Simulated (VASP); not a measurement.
# Cu (I4/mmm) in VASP: a series of runs

Cu is run at these levels: r2SCAN; tasks: relaxation of cell and atoms, single point.

All numbers are computed with VASP 6.6.1; they aren't measurements. Logs are shortened: lines on timing, memory, paths and dates and some standing lists are left out, and cuts for length are marked.

## (1) The cell of the first run

It takes space group I4/mmm (No. 139, tetragonal). The conventional cell has a = 2.756 Å, b = 2.756 Å, c = 2.633 Å, α = 90.00°, β = 90.00°, γ = 90.00°. Cu (site symmetry 4/mmm) has 14 Cu at 2.35 to 2.76 Å within 3.1 Å.

## (2) Relaxation of cell and atoms, r2SCAN, target pressure 30 GPa, at which the enthalpy is minimised

The input, POSCAR:

```
Cu
1.0
   -1.3780193082      1.3780193082      1.3164827735
    1.3780193082     -1.3780193082      1.3164827735
    1.3780193082      1.3780193082     -1.3164827735
Cu
1
Direct
    0.0000000000      0.0000000000      0.0000000000
```

The input, INCAR.step1:

```
SYSTEM = Cu
PREC = Accurate ; ENCUT = 600
ISMEAR = 0 ; SIGMA = 0.1
LREAL = .FALSE. ; LASPH = .TRUE.
NELM = 100 ; GGA = PE
ALGO = Normal ; EDIFF = 1E-4
LWAVE = .TRUE. ; LCHARG = .FALSE.
```

The input, INCAR.step2:

```
SYSTEM = Cu
PREC = Accurate ; ENCUT = 600
EDIFF = 1E-6 ; ISMEAR = 0
SIGMA = 0.1 ; LREAL = .FALSE.
LASPH = .TRUE. ; NELM = 100
ALGO = Normal ; ISIF = 3
LWAVE = .FALSE. ; LCHARG = .FALSE.
METAGGA = R2SCAN ; LMIXTAU = .TRUE.
IBRION = 2 ; NSW = 70
EDIFFG = -0.008 ; PSTRESS = 300.0
ISTART = 1
```

The input, KPOINTS:

```
Automatic mesh
0
G
  22 22 22
  0 0 0
```

Potentials or basis: VASP PAW PBE potentials, release 64 (Cu).

On the command line:

```bash
$ cat potpaw_PBE.64/Cu/POTCAR > POTCAR
$ cp INCAR.step1 INCAR
$ mpirun -np 1 vasp_std > vasp.out
$ cp INCAR.step2 INCAR
$ mpirun -np 1 vasp_std > vasp.out
```

OUTCAR:

```text
SYSTEM = Cu
   PREC = Accurate
   ENCUT = 600
   EDIFF = 1E-6
   ISMEAR = 0
   LREAL = .FALSE.
   LASPH = .TRUE.
   NELM = 100
   ISIF = 3
   METAGGA = R2SCAN
   IBRION = 2
   NSW = 70
   EDIFFG = -0.008
   PSTRESS = 300.0
   ISTART = 1

 ion  position               nearest neighbor table
   1  0.000  0.000  0.000-

  LATTYP: Found a body centered tetragonal cell.
 ALAT       =     2.7560386164
 C/A-ratio  =     0.9553442145

  Lattice vectors:

 A1 = (  -1.3780193082,   1.3780193082,   1.3164827735)
 A2 = (   1.3780193082,  -1.3780193082,   1.3164827735)
 A3 = (   1.3780193082,   1.3780193082,  -1.3164827735)

Analysis of symmetry for initial positions (statically):
=====================================================================
 Subroutine PRICEL returns:
 Original cell was already a primitive cell.

 Routine SETGRP: Setting up the symmetry group for a
 body centered tetragonal supercell.

 Subroutine GETGRP returns: Found 16 space group operations
 (whereof 16 operations were pure point group operations)
 out of a pool of 16 trial point group operations.

The static configuration has the point symmetry D_4h.

Analysis of symmetry for dynamics (positions and initial velocities):
=====================================================================
 Subroutine PRICEL returns:
 Original cell was already a primitive cell.

 Routine SETGRP: Setting up the symmetry group for a
 body centered tetragonal supercell.

 Subroutine GETGRP returns: Found 16 space group operations
 (whereof 16 operations were pure point group operations)
 out of a pool of 16 trial point group operations.

The dynamic configuration has the point symmetry D_4h.

 Subroutine INISYM returns: Found 16 space group operations
 (whereof 16 operations are pure point group operations),
 and found     1 'primitive' translations

----------------------------------------------------------------------------------------

                                     Primitive cell

  volume of cell :       9.9997

  direct lattice vectors                    reciprocal lattice vectors
    -1.378019308  1.378019308  1.316482773     0.000000000  0.362839618  0.379799880
     1.378019308 -1.378019308  1.316482773     0.362839618  0.000000000  0.379799880
     1.378019308  1.378019308 -1.316482773     0.362839618  0.362839618  0.000000000

  length of vectors
     2.351808096  2.351808096  2.351808096     0.525262352  0.525262352  0.513132709

  position of ions in fractional coordinates (direct lattice)
     0.000000000  0.000000000  0.000000000

  ion indices of the primitive-cell ions
   primitive index   ion index
                 1           1

----------------------------------------------------------------------------------------

 KPOINTS: Automatic mesh

Automatic generation of k-mesh.
 Grid dimensions read from file:
 generate k-points for:   22   22   22

 Generating k-lattice:

  Cartesian coordinates                     Fractional coordinates (reciprocal lattice)
     0.000000000  0.016492710  0.017263631     0.045454545  0.000000000  0.000000000
     0.016492710  0.000000000  0.017263631     0.000000000  0.045454545  0.000000000
     0.016492710  0.016492710  0.000000000     0.000000000  0.000000000  0.045454545

  Length of vectors
     0.023875561  0.023875561  0.023324214

  Shift w.r.t. Gamma in fractional coordinates (k-lattice)
     0.000000000  0.000000000  0.000000000

 Subroutine IBZKPT returns following result:
 ===========================================

 Found    834 irreducible k-points:

 Following reciprocal coordinates:
            Coordinates               Weight
  0.000000  0.000000  0.000000      1.000000
  0.045455  0.000000  0.000000      8.000000
  0.090909  0.000000  0.000000      8.000000
  0.136364  0.000000 -0.000000      8.000000
  0.181818  0.000000  0.000000      8.000000
  0.227273  0.000000  0.000000      8.000000
[... 16 lines left out ...]
  0.500000  0.045455  0.000000     16.000000
 -0.454545  0.045455  0.000000     16.000000
 [... further k-points ...]
   k-points           NKPTS =    834   k-points in BZ     NKDIM =    834   number of bands    NBANDS=      9
   number of dos      NEDOS =    301   number of ions     NIONS =      1
   total plane-waves  NPLWV =   8000
   dimension x,y,z NGX =    20 NGY =   20 NGZ =   20
   dimension x,y,z NGXF=    40 NGYF=   40 NGZF=   40
   ions per type =               1
   NGX,Y,Z   is equivalent  to a cutoff of  14.14, 14.14, 14.14 a.u.
   NGXF,Y,Z  is equivalent  to a cutoff of  28.28, 28.28, 28.28 a.u.
 SYSTEM =  Cu
   PREC   = accura    normal or accurate (medium, high low for compatibility)
   ISTART =      1    job   : 0-new  1-cont  2-samecut
   ICHARG =      0    charge: 1-file 2-atom 10-const
   ISPIN  =      1    spin polarized calculation?
   LNONCOLLINEAR =      F non collinear calculations
   LSORBIT =      F    spin-orbit coupling
   LASPH  =      T    aspherical Exc in radial PAW
[... 24 lines left out ...]
  Fermi-wavevector in a.u.,A,eV,Ry     =   1.689963  3.193567 38.857887  2.855974
  Thomas-Fermi vector in A             =   2.771995
   LORBIT       =      0    0 simple, 1 ext, 2 COOP (PROOUT), +10 PAW based schemes
   METAGGA = R2SCAN    functional components
   LHFCALC =     F    Hartree Fock is set to
   AEXX    =    0.0000 exact exchange contribution
   IVDW    =     0    specifies the selected vdW correction
   LEPSILON=     F    determine dielectric tensor
   LRPA    =     F    only Hartree local field effects (RPA)
 conjugate gradient relaxation of ions
 non-spin polarized calculation
 Gauss-broadening in eV      SIGMA  =   0.10
  energy-cutoff  :      600.00
  volume of cell :       10.00
 maximum number of plane-waves:       348
   NGX =  9   NGY =  9   NGZ =  9

--------------------------------------- Ionic step        1  -------------------------------------------

 number of electron      10.9999996 magnetization

 Free energy of the ion-electron system (eV)
  ---------------------------------------------------
  ext. energy  EPLUGINS =         0.00000000
  ---------------------------------------------------
  free energy    TOTEN  =       -10.65628066 eV

  energy without entropy =      -10.65453801  energy(sigma->0) =      -10.65540934

------------------------ aborting loop because EDIFF is reached ----------------------------------------

  FORCE on cell =-STRESS in cart. coord.  units (eV):
  Direction    XX          YY          ZZ          XY          YZ          ZX
  --------------------------------------------------------------------------------------
  -------------------------------------------------------------------------------------
  Total        1.9973056      1.9973056      2.0347340      0.0000000      0.0000000      0.0000000
  in kB      320.0142609    320.0142609    326.0111406      0.0000000      0.0000000      0.0000000
  external PRESSURE =      22.0132208 kB  Pullay stress =     300.0000000 kB
[... 90 lines left out ...]
  FREE ENERGIE OF THE ION-ELECTRON SYSTEM (eV)
  ---------------------------------------------------
  free  energy   TOTEN  =       -10.6712784374 eV

  energy  without entropy=      -10.6694920607  energy(sigma->0) =      -10.67038525

  enthalpy is  TOTEN    =        -8.7844202286 eV   P V=        1.8868582088

[... ionic steps 4 to 17 ...]

--------------------------------------- Ionic step       18  -------------------------------------------

 number of electron      10.9999996 magnetization

------------------------ aborting loop because EDIFF is reached ----------------------------------------

  FORCE on cell =-STRESS in cart. coord.  units (eV):
  Direction    XX          YY          ZZ          XY          YZ          ZX
  --------------------------------------------------------------------------------------
  -------------------------------------------------------------------------------------
  Total        1.8711904      1.8711904      1.8936478      0.0000000     -0.0000000      0.0000000
  in kB      297.5305202    297.5305202    301.1013801      0.0000000     -0.0000000      0.0000000
  external PRESSURE =      -1.2791931 kB  Pullay stress =     300.0000000 kB
[... 59 lines left out ...]
  enthalpy is  TOTEN    =        -8.7845049377 eV   P V=        1.8866078973

--------------------------------------- Ionic step       20  -------------------------------------------

 number of electron      10.9999996 magnetization

 Free energy of the ion-electron system (eV)
  ---------------------------------------------------
  ext. energy  EPLUGINS =         0.00000000
  ---------------------------------------------------
  free energy    TOTEN  =       -10.67087334 eV

  energy without entropy =      -10.66900477  energy(sigma->0) =      -10.66993906

 E-fermi :   9.5662     XC(G=0): -14.8531

 val. band max:        9.5559064815   @ k =   0.5000   0.3636   0.0000
 cond. band min:       9.5688384476   @ k =  -0.2727   0.4091   0.1818
 fundamental gap:      0.0129319661
 Fermi energy:         9.5662361064

 k-point     1 :       0.0000    0.0000    0.0000
  band No.  band energies     occupation
      1      -1.4646      2.00000
      2       5.6329      2.00000
      3       5.7974      2.00000
      4       5.7975      2.00000
      5       6.9227      2.00000
      6       7.0958      2.00000
      7      36.8336      0.00000
      8      36.8336      0.00000
      9      37.7714      0.00000
[... 265 lines left out ...]
 k-point    24 :      -0.4545    0.0455    0.0000
  band No.  band energies     occupation
      1       3.2755      2.00000
      2       4.7852      2.00000
      3       6.9638      2.00000
      4       7.0050      2.00000
      5       7.5001      2.00000
      6       8.3600      2.00000
      7      16.5867      0.00000
      8      28.4059      0.00000
      9      29.8253      0.00000

 [... further k-points ...]

------------------------ aborting loop because EDIFF is reached ----------------------------------------

  FORCE on cell =-STRESS in cart. coord.  units (eV):
  Direction    XX          YY          ZZ          XY          YZ          ZX
  --------------------------------------------------------------------------------------
  -------------------------------------------------------------------------------------
  Total        1.8837725      1.8837725      1.8842592      0.0000000      0.0000000      0.0000000
  in kB      299.5905309    299.5905309    299.6679328      0.0000000      0.0000000      0.0000000
  external PRESSURE =      -0.3836685 kB  Pullay stress =     300.0000000 kB
[... 16 lines left out ...]
  FREE ENERGIE OF THE ION-ELECTRON SYSTEM (eV)
  ---------------------------------------------------
  free  energy   TOTEN  =       -10.6708733440 eV

  energy  without entropy=      -10.6690047670  energy(sigma->0) =      -10.66993906

  enthalpy is  TOTEN    =        -8.7845261709 eV   P V=        1.8863471731

 reached required accuracy - stopping structural energy minimisation
```

It took 24 min on 1 thread of Intel Xeon 6975P-C (Granite Rapids), shared host; peak memory 0.26 GiB.

What came out:

```
Free energy                                                : -10.6709 eV
Relaxed volume                                             : 10.07 Å³/atom
Relaxed cell                                               : a = 2.357 Å, b = 2.357 Å, c = 2.357 Å, α = 108.59°, β = 108.59°, γ = 111.25°
Space group after relaxing (to 0.1 Å)                      : I4/mmm (No. 139)
Energy change on relaxing (the run minimises the enthalpy) : -14.6 meV/atom
Ionic steps                                                : 20
Pressure after relaxing                                    : 30.0 GPa
Band gap on the k mesh                                     : zero (an odd number of electrons rules out a gap without spin polarisation)
```

The path:
```csv
step,energy change (eV),largest force (eV/Å),pressure (GPa),volume (Å³)
1,0.0000,0.0000,32.20,10.00
2,-0.0366,0.0000,26.28,10.20
3,-0.0150,0.0000,29.85,10.08
4,-0.0142,0.0000,30.53,10.07
5,-0.0147,0.0000,29.57,10.08
6,-0.0082,0.0000,30.93,10.04
7,-0.0132,0.0000,29.61,10.07
8,-0.0113,0.0000,30.69,10.06
9,-0.0123,0.0000,30.34,10.06
10,-0.0125,0.0000,30.06,10.06
11,-0.0125,0.0000,30.64,10.06
12,-0.0168,0.0000,29.19,10.09
13,-0.0149,0.0000,30.09,10.08
14,-0.0152,0.0000,29.57,10.08
15,-0.0150,0.0000,29.83,10.08
16,-0.0149,0.0000,30.01,10.08
17,-0.0149,0.0000,29.90,10.08
18,-0.0149,0.0000,29.87,10.08
19,-0.0148,0.0000,29.87,10.08
20,-0.0146,0.0000,29.96,10.07
```

Final structure:
```xyz
1
Lattice="-1.3757 1.3757 1.3308 1.3757 -1.3757 1.3308 1.3757 1.3757 -1.3308" Properties=species:S:1:pos:R:3 pbc="T T T"
Cu    0.0000    0.0000    0.0000
```

Levels at points of the mesh, in eV from the Fermi level:
```tsv
k point	band 2	band 3	band 4	band 5	band 6	band 7	band 8	band 9
(0.00, 0.00, 0.00)	-3.93	-3.77	-3.77	-2.64	-2.47	27.27	27.27	28.21
(0.50, 0.00, 0.00)	-4.83	-2.56	-2.34	-1.57	-0.98	5.65	19.30	20.26
(0.50, 0.50, 0.00)	-4.62	-2.70	-2.45	-1.60	-1.29	5.24	20.20	21.41
(0.50, 0.50, 0.50)	-5.88	-1.81	-1.81	-1.77	8.93	8.93	10.41	14.86
```

Caveat: the cell is relaxed towards a set pressure, so the run minimises the enthalpy, not the energy; the PAW data sets were made with another functional, which shifts forces and pressure a little.

## (3) Single point, r2SCAN (strain along c alone, the other axes held: -1.0 %)

The input, POSCAR:

```
Cu
1.0
    2.8953822153      0.0000000000      0.0000000000
    0.0000000000      2.8953822153      0.0000000000
    0.0000000000      0.0000000000      2.7112417680
Cu
2
Direct
    0.0000000000      0.0000000000      0.0000000000
    0.5000000000      0.5000000000      0.5000000000
```

The input, INCAR.step1:

```
ALGO     = Normal         # electronic algorithm
EDIFF    = 1E-4           # SCF threshold, eV
ENCUT    = 520            # plane-wave cutoff, eV
GGA      = PE             # functional
ISMEAR   = 0              # smearing method
LASPH    = T              # aspherical terms in the spheres
LCHARG   = F              # write CHGCAR
LREAL    = F              # projectors in reciprocal space
LWAVE    = T              # write WAVECAR
NBANDS   = 18             # bands
NELM     = 80             # most SCF steps
PREC     = Accurate       # precision mode
SIGMA    = 0.1            # smearing width, eV
```

The input, INCAR.step2:

```
ALGO     = Normal         # electronic algorithm
EDIFF    = 1E-7           # SCF threshold, eV
ENCUT    = 520            # plane-wave cutoff, eV
ISIF     = 2              # what is computed and relaxed
ISMEAR   = 0              # smearing method
ISTART   = 1            
LASPH    = T              # aspherical terms in the spheres
LCHARG   = T              # write CHGCAR
LELF     = T              # ELF
LMIXTAU  = T            
LREAL    = F              # projectors in reciprocal space
LVHAR    = T            
LWAVE    = F              # write WAVECAR
METAGGA  = R2SCAN         # meta-GGA
NBANDS   = 18             # bands
NELM     = 80             # most SCF steps
PREC     = Accurate       # precision mode
SIGMA    = 0.1            # smearing width, eV
```

The input, KPOINTS:

```
k-points
0
Gamma
  18 18 18
```

Potentials or basis: VASP PAW PBE potentials, release 64 (Cu).

On the command line:

```bash
$ cat potpaw_PBE.64/Cu/POTCAR > POTCAR
$ cp INCAR.step1 INCAR
$ mpirun -np 1 vasp_std > vasp.out
$ cp INCAR.step2 INCAR
$ mpirun -np 1 vasp_std > vasp.out
```

Wall time 5.4 min (1 thread of Intel Xeon Platinum 8488C (Sapphire Rapids), shared host); peak memory 0.29 GiB.

Results (log left out):

| Property | Result |
| --- | --- |
| Free energy | -21.5808 eV |
| Pressure | 2.4 GPa |
| Band gap on the k mesh | zero (bands 11 and 12 overlap by 8.16 eV) |

Stress tensor (GPa, compression positive):
```
2.47 0.00 0.00
0.00 2.47 0.00
0.00 0.00 2.32
```

Levels at points of the mesh, in eV from the Fermi level:
```
           k point  band 8  band 9  band 10  band 11  band 12  band 13  band 14  band 15
(0.00, 0.00, 0.00)   -2.15   -1.68    -1.68    -1.60     7.97     7.97    10.69    13.59
(0.50, 0.00, 0.00)   -2.86   -2.46    -2.46    -1.56    -1.56    14.59    14.59    16.66
(0.50, 0.50, 0.00)   -2.24   -1.51    -1.51    -1.06    -1.06     4.32     4.32    19.82
(0.00, 0.00, 0.50)   -3.14   -2.55    -2.55    -1.01    -1.01    15.35    15.35    15.35
(0.50, 0.00, 0.50)   -2.02   -1.47    -1.47    -0.52    -0.52     5.08     5.08    18.05
(0.50, 0.50, 0.50)   -2.20   -2.06    -2.06     6.59     6.59     7.06     7.06     7.06
```

Caveat: the cell differs from its parent crystal (strain along c alone, the other axes held: -1.0 %); the PAW data sets were made with another functional, which shifts forces and pressure a little.

## (4) Single point, r2SCAN (strain along c alone, the other axes held: +1.0 %)

Changes to POSCAR since step 3:

```diff
@@ -4,3 +4,3 @@
     0.0000000000      2.8953822153      0.0000000000
-    0.0000000000      0.0000000000      2.7112417680
+    0.0000000000      0.0000000000      2.7660143290
 Cu
```

The input, INCAR.step1:

```
SYSTEM = Cu
PREC = Accurate
ENCUT = 520
ISMEAR = 0
SIGMA = 0.1
LREAL = .FALSE.
LASPH = .TRUE.
NELM = 100
NBANDS = 18
GGA = PE
ALGO = Normal
EDIFF = 1E-4
LWAVE = .TRUE.
LCHARG = .FALSE.
```

The input, INCAR.step2:

```
SYSTEM = Cu
PREC = Accurate
ENCUT = 520
EDIFF = 1E-7
ISMEAR = 0
SIGMA = 0.1
LREAL = .FALSE.
LASPH = .TRUE.
NELM = 100
ALGO = Normal
ISIF = 2
LWAVE = .FALSE.
LCHARG = .FALSE.
METAGGA = R2SCAN
LMIXTAU = .TRUE.
NBANDS = 18
ISTART = 1
```

The input, KPOINTS:

```
Automatic mesh
0
G
  18 18 18
  0 0 0
```

On the command line:

```bash
$ cat potpaw_PBE.64/Cu/POTCAR > POTCAR
$ cp INCAR.step1 INCAR
$ mpirun -np 1 vasp_std > vasp.out
$ cp INCAR.step2 INCAR
$ mpirun -np 1 vasp_std > vasp.out
```

Run time: 12 min. Hardware: 1 thread of Intel Xeon 8259CL, shared host; peak memory 0.3 GiB.

It converged, with:

```yaml
Free_energy: -21.5833 eV
Pressure: -0.8 GPa
Band_gap_on_the_k_mesh: zero (bands 11 and 12 overlap by 8.09 eV)
```

Stress tensor (GPa, compression positive):
```
-0.71  0.00  0.00
 0.00 -0.71  0.00
 0.00  0.00 -0.91
```

Levels at points of the mesh, in eV from the Fermi level:
```tsv
k point	band 7	band 8	band 9	band 10	band 11	band 12	band 13	band 14	band 15	band 16
(0.00, 0.00, 0.00)	-2.34	-2.15	-1.65	-1.65	-1.60	8.15	8.15	10.00	13.64	14.33
(0.50, 0.00, 0.00)	-2.85	-2.85	-2.43	-2.43	-1.49	-1.49	14.71	14.71	16.44	16.44
(0.50, 0.50, 0.00)	-2.17	-2.17	-1.48	-1.48	-0.90	-0.90	4.36	4.36	19.26	19.26
(0.00, 0.00, 0.50)	-3.03	-3.03	-2.49	-2.49	-1.12	-1.12	15.23	15.23	15.23	15.23
(0.50, 0.00, 0.50)	-2.04	-2.04	-1.45	-1.45	-0.53	-0.53	4.88	4.88	18.04	18.04
(0.50, 0.50, 0.50)	-2.14	-2.14	-2.05	-2.05	6.60	6.60	6.92	6.92	6.92	6.92
```

Caveat: the cell differs from its parent crystal (strain along c alone, the other axes held: +1.0 %); the PAW data sets were made with another functional, which shifts forces and pressure a little.

## (5) Overview

| task | cell | k mesh | cutoff (eV) | gap on the mesh (eV) | pressure (GPa) |
| --- | --- | --- | --- | --- | --- |
| relaxation of cell and atoms | relaxed to 30 GPa from a = 2.352 Å, angles 108.3, 108.3, 111.9°, 1 atom, atomic positions A | 22 × 22 × 22 | 600 | none | 30.0 |
| single point | a = 2.895, b = 2.895, c = 2.711 Å, 2 atoms, atomic positions B | 18 × 18 × 18 | 520 | none | 2.4 |
| single point | a = 2.895, b = 2.895, c = 2.766 Å, 2 atoms, atomic positions B | 18 × 18 × 18 | 520 | none | -0.8 |

Alike in all rows: level r2SCAN; potentials or basis VASP PAW PBE potentials, release 64 (Cu); no spin polarisation; smearing gaussian 0.1 eV.

Caveats: the PAW data sets were made with another functional, which shifts forces and pressure a little; the cell is relaxed towards a set pressure, so the run minimises the enthalpy, not the energy (at least some runs).

Absolute energies hang on the potentials; compare differences alone.
